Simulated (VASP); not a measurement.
The system is Ag.

```xyz
2
Lattice="2.9300 0.0000 0.0000 -1.4650 2.5375 0.0000 0.0000 0.0000 4.7900" Properties=species:S:1:pos:R:3 pbc="T T T"
Ag    0.0000    1.6916    1.1975
Ag    1.4650    0.8458    3.5925
```

This isn't the form of Ag at room conditions, which is fcc.

Base run:

```yaml
Program: VASP 6.6.1
Functional: PBEsol
Potentials_or_basis: VASP PAW PBE potentials, release 64 (Ag)
Cutoff: 520 eV
k_mesh: 14 × 14 × 8
Occupations: fermi-dirac, width 0.05 eV
Spin: no spin polarisation
```

Its results: band gap on the k mesh zero (bands 11 and 12 overlap by 6.87 eV); pressure -6.4 GPa.

Task: The run is repeated on the same cell with these changes: functional from PBEsol to PBE. What comes out?

Result: Band gap on the k mesh zero (bands 11 and 12 overlap by 6.96 eV); pressure 0.4 GPa.

PBE binds less tightly than PBEsol, so the same cell stands under more pressure.

Caveats: the cell stands under tension (at least some runs); the PAW data sets were made with another functional, which shifts forces and pressure a little (at least some runs).
